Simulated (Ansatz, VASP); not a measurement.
# Rb: VASP beside Ansatz

```
CELL_PARAMETERS angstrom
-2.80600 2.80600 2.76391
2.80600 -2.80600 2.76391
2.80600 2.80600 -2.76391
ATOMIC_POSITIONS crystal
Rb 0.00000 0.00000 0.00000
```

Change from the starting cell: strain +0.000 along x and y, -0.015 along z, atoms carried along.

Alike in both runs: task single point; functional PBEsol; k mesh 12 × 12 × 12; occupations gaussian, width 0.15 eV; no spin polarisation.

```csv
,VASP,Ansatz
version,VASP 6.6.1,Ansatz 0.2.0
potentials or method,"VASP PAW PBE potentials, release 64 (Rb_sv), cutoff 520 eV","scalar-relativistic, plane waves, PAW"
valence electrons in the cell,9,9
```

```tsv
	VASP	Ansatz	Ansatz less VASP
gap on the k mesh at the Fermi level (eV)	none	none	-
pressure (GPa)	0.0	0.0	0.00
```

VASP's potentials were made for PBE, not for PBEsol. A gap of «none» marks a metal or a gap that the smearing closes. With one functional, cell and mesh, what is left measures potentials, basis and numerics.
